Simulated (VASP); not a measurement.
Nb, 1 atom in the cell. The cell holds a slab with vacuum, 1 atom: a = 2.983 Å, b = 4.219 Å, c = 16.000 Å, α = 90.00°, β = 90.00°, γ = 90.00°. 

- Program: VASP 6.6.1
- Task: single point
- Functional: PBE
- Potentials or basis: VASP PAW PBE potentials, release 64 (Nb_sv)
- Cutoff: 520 eV
- k mesh: 12 × 9 × 1
- Occupations: fermi-dirac, width 0.05 eV
- Spin: no spin polarisation
- Dipole correction: yes
- Further INCAR settings: ALGO = Normal; EDIFF = 1e-06; NBANDS = 12

Potentials or basis: VASP PAW PBE potentials, release 64 (Nb_sv).

Launch:

```sh
$ cat potpaw_PBE.64/Nb_sv/POTCAR > POTCAR
$ mpirun -np 1 vasp_std > vasp.out
```

Hardware: 1 thread of Intel(R) Xeon(R) Platinum 8259CL CPU @ 2.50GHz (Skylake/Cascade Lake), on a shared host.

Question: How long does it take, and how much memory?

Answer: It took 110 s on 1 thread of Intel(R) Xeon(R) Platinum 8259CL CPU @ 2.50GHz (Skylake/Cascade Lake), with other jobs on the host, peak memory 0.31 GiB. Counts: scf iterations 20, k points 35.
